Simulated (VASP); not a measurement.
A run of VASP 6.6.1 is set up as follows.

Contents of INCAR:

```
PREC = Accurate ; ENCUT = 520
EDIFF = 1E-6 ; ISMEAR = 0
SIGMA = 0.05 ; LREAL = False
LASPH = True ; NELM = 80
ALGO = Normal ; ISIF = 2
LWAVE = False ; LCHARG = False
GGA = PS ; NBANDS = 14
```

Contents of KPOINTS:

```
regular mesh
0
Gamma
  8 8 8
```

Contents of POSCAR:

```
NaCl
1.0
    0.0000000000      3.0582900000      2.9450200000
    3.0582900000      0.0000000000      2.9450200000
    3.0582900000      3.0582900000      0.0000000000
Na Cl
1 1
Direct
    0.0000000000      0.0000000000      0.0000000000
    0.5000000000      0.5000000000      0.5000000000
```

Potentials or basis: VASP PAW PBE potentials, release 64 (Na_pv, Cl).

Command:

```console
$ cat potpaw_PBE.64/Na_pv/POTCAR potpaw_PBE.64/Cl/POTCAR > POTCAR
$ mpirun -np 1 vasp_std > vasp.out
```

Question: Estimate the band gap on the k mesh.

Answer: 4.28 eV.

Question: Predict the pressure.

Answer: -3.4 GPa.

Stress tensor (GPa, compression positive):
```
-3.52  0.00  0.00
 0.00 -3.52  0.00
 0.00  0.00 -3.23
```

Caveat: the cell differs from its parent crystal (strain +0.080 along x and y, +0.040 along z); the cell stands under tension; the PAW data sets were made with another functional, which shifts forces and pressure a little. A k mesh can miss the band edges.
